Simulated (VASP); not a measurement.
A run of VASP 6.6.1 is set up as follows.

INCAR

```
ALGO     = Normal         # electronic algorithm
EDIFF    = 1E-7           # SCF threshold, eV
ENCUT    = 520            # plane-wave cutoff, eV
GGA      = PE             # functional
ISIF     = 2              # what is computed and relaxed
ISMEAR   = 0              # smearing method
LASPH    = T              # aspherical terms in the spheres
LCHARG   = F              # write CHGCAR
LREAL    = F              # projectors in reciprocal space
LWAVE    = F              # write WAVECAR
NBANDS   = 23             # bands
NELM     = 100            # most SCF steps
PREC     = Accurate       # precision mode
SIGMA    = 0.1            # smearing width, eV
```

File KPOINTS:

```
k-points
0
Gamma
  6 6 4
```

POSCAR

```
Li2ZnO2
1.0
    3.4138952200      0.0000000000      0.0000000000
    0.0000000000      3.4138952200      0.0000000000
    0.0000000000      0.0000000000      5.1252963400
Li Zn O
2 1 2
Direct
    0.0000000000      0.0000000000      0.0000000000
    0.5000000000      0.5000000000      0.0000000000
    0.5000000000      0.5000000000      0.5000000000
    0.5000000000      0.5000000000      0.2726623000
    0.5000000000      0.5000000000      0.7273377000
```

Potentials or basis: VASP PAW PBE potentials, release 64 (Li_sv, Zn, O).

The run is started by

```bash
$ cat potpaw_PBE.64/Li_sv/POTCAR potpaw_PBE.64/Zn/POTCAR potpaw_PBE.64/O/POTCAR > POTCAR
$ mpirun -np 1 vasp_std > vasp.out
```

**Question.** Predict the band gap on the k mesh.

**Answer.** 1.13 eV (least direct gap 1.22 eV).

**Question.** What does it give for the largest force?

**Answer.** 88.634 eV/Å.

Forces in eV/Å, atoms in the order of the input:
```
Li    0.000   0.000   0.000
Li    0.000   0.000   0.000
Zn    0.000   0.000   0.000
O     0.000   0.000 -88.634
O     0.000   0.000  88.634
```

Caveat: atoms lie so close that the PAW spheres overlap strongly, which falsifies energies and pressures; forces of over 1 eV/Å act on the atoms, so gaps and moduli don't describe the material at rest. A k mesh can miss the band edges.
